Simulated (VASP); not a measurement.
# Sc (I4/mmm) in VASP: further runs, part 2 of 3

VASP 6.6.1.

## Step 3: Single point, r2SCAN

This run uses another cell than the first one, of the same volume but with other edges.

The input, POSCAR:

```
Sc
1.0
    0.0000000000      2.0803690726      2.7044797944
    2.0803690726      0.0000000000      2.7044797944
    2.0803690726      2.0803690726      0.0000000000
Sc
1
Direct
    0.0000000000      0.0000000000      0.0000000000
```

The input, INCAR.step1:

```
SYSTEM = Sc
ALGO = Normal ; EDIFF = 1E-4
ENCUT = 520 ; GGA = PE
ISMEAR = 0 ; LASPH = .TRUE.
LCHARG = .FALSE. ; LREAL = .FALSE.
LWAVE = .TRUE. ; NBANDS = 12
NELM = 60 ; PREC = Accurate
SIGMA = 0.15
```

The input, INCAR.step2:

```
SYSTEM = Sc
ALGO = Normal ; EDIFF = 1E-6
ENCUT = 520 ; ISIF = 2
ISMEAR = 0 ; ISTART = 1
LASPH = .TRUE. ; LCHARG = .TRUE.
LELF = .TRUE. ; LMIXTAU = .TRUE.
LREAL = .FALSE. ; LVHAR = .TRUE.
LWAVE = .FALSE. ; METAGGA = R2SCAN
NBANDS = 12 ; NELM = 60
PREC = Accurate ; SIGMA = 0.15
```

The input, KPOINTS:

```
k-points
0
G
  20 20 20
  0 0 0
```

Potentials or basis: VASP PAW PBE potentials, release 64 (Sc_sv).

On the command line:

```bash
$ cat potpaw_PBE.64/Sc_sv/POTCAR > POTCAR
$ cp INCAR.step1 INCAR
$ mpirun -np 1 vasp_std > vasp.out
$ cp INCAR.step2 INCAR
$ mpirun -np 1 vasp_std > vasp.out
```

OUTCAR:

```text
SYSTEM = Sc
   EDIFF = 1E-6
   ENCUT = 520
   ISIF = 2
   ISMEAR = 0
   ISTART = 1
   LASPH = .TRUE.
   LREAL = .FALSE.
   METAGGA = R2SCAN
   NELM = 60
   PREC = Accurate

 ion  position               nearest neighbor table
   1  0.000  0.000  0.000-

  LATTYP: Found a body centered tetragonal cell.
 ALAT       =     2.9420861572
 C/A-ratio  =     1.8384776311

  Lattice vectors:

 A1 = (  -2.0803690726,   0.0000000000,   2.7044797944)
 A2 = (   2.0803690726,   0.0000000000,   2.7044797944)
 A3 = (   0.0000000000,   2.0803690726,  -2.7044797944)

Analysis of symmetry for initial positions (statically):
=====================================================================
 Subroutine PRICEL returns:
 Original cell was already a primitive cell.

 Routine SETGRP: Setting up the symmetry group for a
 body centered tetragonal supercell.

 Subroutine GETGRP returns: Found 16 space group operations
 (whereof 16 operations were pure point group operations)
 out of a pool of 16 trial point group operations.

The static configuration has the point symmetry D_4h.

Analysis of symmetry for dynamics (positions and initial velocities):
=====================================================================
 Subroutine PRICEL returns:
 Original cell was already a primitive cell.

 Routine SETGRP: Setting up the symmetry group for a
 body centered tetragonal supercell.

 Subroutine GETGRP returns: Found 16 space group operations
 (whereof 16 operations were pure point group operations)
 out of a pool of 16 trial point group operations.

The dynamic configuration has the point symmetry D_4h.

 Subroutine INISYM returns: Found 16 space group operations
 (whereof 16 operations are pure point group operations),
 and found     1 'primitive' translations

----------------------------------------------------------------------------------------

                                     Primitive cell

  volume of cell :      23.4096

[... 108 lines left out ...]
  Fermi-wavevector in a.u.,A,eV,Ry     =   1.272744  2.405136 22.039751  1.619876
  Thomas-Fermi vector in A             =   2.405605
   LORBIT       =      0    0 simple, 1 ext, 2 COOP (PROOUT), +10 PAW based schemes
   METAGGA = R2SCAN    functional components
   LHFCALC =     F    Hartree Fock is set to
   AEXX    =    0.0000 exact exchange contribution
   IVDW    =     0    specifies the selected vdW correction
   LEPSILON=     F    determine dielectric tensor
   LRPA    =     F    only Hartree local field effects (RPA)
 non-spin polarized calculation
 Gauss-broadening in eV      SIGMA  =   0.15
  energy-cutoff  :      520.00
  volume of cell :       23.41
 maximum number of plane-waves:       646
 NGX is ok and might be reduce to    28

 number of electron      11.0000001 magnetization

 Free energy of the ion-electron system (eV)
  ---------------------------------------------------
  ext. energy  EPLUGINS =         0.00000000
  ---------------------------------------------------
  free energy    TOTEN  =       -11.19902509 eV

  energy without entropy =      -11.17898896  energy(sigma->0) =      -11.18900703

 E-fermi :   4.0779     XC(G=0): -10.8167

 val. band max:        4.0763731105   @ k =  -0.4000   0.2500   0.1000
 cond. band min:       4.0789792397   @ k =  -0.4000   0.2500   0.0500
 fundamental gap:      0.0026061292
 Fermi energy:         4.0778717018

 k-point     1 :       0.0000    0.0000    0.0000
  band No.  band energies     occupation
      1     -47.4751      2.00000
      2     -24.8628      2.00000
      3     -24.8627      2.00000
      4     -24.8276      2.00000
      5      -1.5150      2.00000
      6       4.7918      0.00000
      7       5.9470      0.00000
      8       6.7647      0.00000
      9       6.7647      0.00000
     10       8.2433      0.00000
     11      17.9783      0.00000
     12      18.3395      0.00000
[... 331 lines left out ...]
 k-point    24 :      -0.3500    0.0500    0.0000
  band No.  band energies     occupation
      1     -47.3934      2.00000
      2     -25.3987      2.00000
      3     -24.8921      2.00000
      4     -24.8420      2.00000
      5       1.6713      2.00000
      6       4.3339      0.01580
      7       5.1266      0.00000
      8       6.7336      0.00000
      9       7.8840      0.00000
     10       8.1581      0.00000
     11      13.0154      0.00000
     12      15.6132      0.00000

 [... further k-points ...]
[... 5 lines left out ...]
  --------------------------------------------------------------------------------------
  -------------------------------------------------------------------------------------
  Total        0.9573967      0.9573967     -0.4805819      0.0000000     -0.0000000      0.0000000
  in kB       65.5251454     65.5251454    -32.8914856      0.0000000     -0.0000000      0.0000000
  external PRESSURE =      32.7196018 kB  Pullay stress =       0.0000000 kB

 VOLUME and BASIS-vectors are now :
 -----------------------------------------------------------------------------
  energy-cutoff  :      520.00
  volume of cell :       23.41
      direct lattice vectors                 reciprocal lattice vectors
     0.000000000  2.080369073  2.704479794    -0.240341969  0.240341969  0.184878438
     2.080369073  0.000000000  2.704479794     0.240341969 -0.240341969  0.184878438
     2.080369073  2.080369073  0.000000000     0.240341969  0.240341969 -0.184878438

 POSITION                                       TOTAL-FORCE (eV/Angst)
 -----------------------------------------------------------------------------------
      0.00000      0.00000      0.00000         0.000000      0.000000      0.000000
 -----------------------------------------------------------------------------------
    total drift:                                0.000000     -0.000000     -0.000000

  FREE ENERGIE OF THE ION-ELECTRON SYSTEM (eV)
  ---------------------------------------------------
  free  energy   TOTEN  =       -11.1990250924 eV

  energy  without entropy=      -11.1789889639  energy(sigma->0) =      -11.18900703
```

OUTCAR.step1:

```text
SYSTEM = Sc
   EDIFF = 1E-4
   ENCUT = 520
   GGA = PE
   ISMEAR = 0
   LASPH = .TRUE.
[... 579 lines left out ...]
 -----------------------------------------------------------------------------------
      0.00000      0.00000      0.00000         0.000000      0.000000      0.000000
 -----------------------------------------------------------------------------------
    total drift:                                0.000000     -0.000000     -0.000000

  FREE ENERGIE OF THE ION-ELECTRON SYSTEM (eV)
  ---------------------------------------------------
  free  energy   TOTEN  =        -6.0764619428 eV

  energy  without entropy=       -6.0532133097  energy(sigma->0) =       -6.06483763
```

It took 7.5 min on 1 thread of Intel Xeon Platinum 8488C (Sapphire Rapids), shared host; peak memory 0.3 GiB.

Results:

* Free energy: -11.1990 eV
* Pressure: 3.3 GPa
* Band gap on the k mesh: zero (an odd number of electrons rules out a gap without spin polarisation)

Stress tensor (GPa, compression positive):
```
 6.55  0.00  0.00
 0.00  6.55  0.00
 0.00  0.00 -3.29
```

Caveat: the stress differs along the axes, from -3 to 7 GPa; the PAW data sets were made with another functional, which shifts forces and pressure a little.

(Part 2 of 3 ends here.)
